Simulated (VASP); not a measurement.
Input of a VASP 6.6.1 run:

Contents of POSCAR:

```
Mn3Sb2
1.0
    4.3206346734      0.0000000000      0.0000000000
   -2.1603173367      3.7417793876      0.0000000000
    0.0000000000      0.0000000000      5.3649430000
Mn Sb
3 2
Direct
    0.0000000000      0.0000000000      0.2527210000
    0.0000000000      0.0000000000      0.7472790000
    0.3333333300      0.6666666700      0.5000000000
    0.3333333300      0.6666666700      0.0000000000
    0.6666666700      0.3333333300      0.5000000000
```

The input INCAR.step1:

```
SYSTEM = Mn3Sb2
  ALGO = Normal
  EDIFF = 1E-5
  ENCUT = 550
  GGA = PE
  GGA_COMPAT = .False.
  ISMEAR = 0
  ISPIN = 2
  LASPH = .True.
  LCHARG = .False.
  LMAXMIX = 4
  LREAL = .False.
  LWAVE = .True.
  MAGMOM = 4 4 4 0 0
  NBANDS = 36
  NELM = 200
  PREC = Accurate
  SIGMA = 0.1
```

Contents of INCAR.step2:

```
SYSTEM = Mn3Sb2
  ALGO = Normal
  EDIFF = 1E-6
  ENCUT = 550
  GGA_COMPAT = .False.
  ISIF = 2
  ISMEAR = 0
  ISPIN = 2
  ISTART = 1
  LASPH = .True.
  LCHARG = .False.
  LMAXMIX = 4
  LMIXTAU = .True.
  LORBIT = 11
  LREAL = .False.
  LWAVE = .False.
  MAGMOM = 4 4 4 0 0
  METAGGA = R2SCAN
  NBANDS = 36
  NELM = 200
  PREC = Accurate
  SIGMA = 0.1
```

File KPOINTS:

```
k-points
0
Gamma
  6 6 4
  0 0 0
```

Potentials or basis: VASP PAW PBE potentials, release 64 (Mn_pv, Sb).

Command:

```console
$ cat potpaw_PBE.64/Mn_pv/POTCAR potpaw_PBE.64/Sb/POTCAR > POTCAR
$ cp INCAR.step1 INCAR
$ mpirun -np 1 vasp_std > vasp.out
$ cp INCAR.step2 INCAR
$ mpirun -np 1 vasp_std > vasp.out
```

Q: What does it give for the net moment?

A: 9.94 μB per cell.

Q: What does it give for the largest force?

A: 0.411 eV/Å.

Q: Estimate the pressure.

A: 9.2 GPa.

Forces on the atoms (eV/Å):
```
Mn   0.000  0.000  0.411
Mn   0.000  0.000 -0.411
Mn   0.000  0.000  0.000
Sb   0.000  0.000  0.000
Sb   0.000  0.000  0.000
```

Caveat: the cell stands under pressure; the PAW data sets were made with another functional, which shifts forces and pressure a little; the run started ferromagnetic, and an antiferromagnetic order may lie lower in energy.
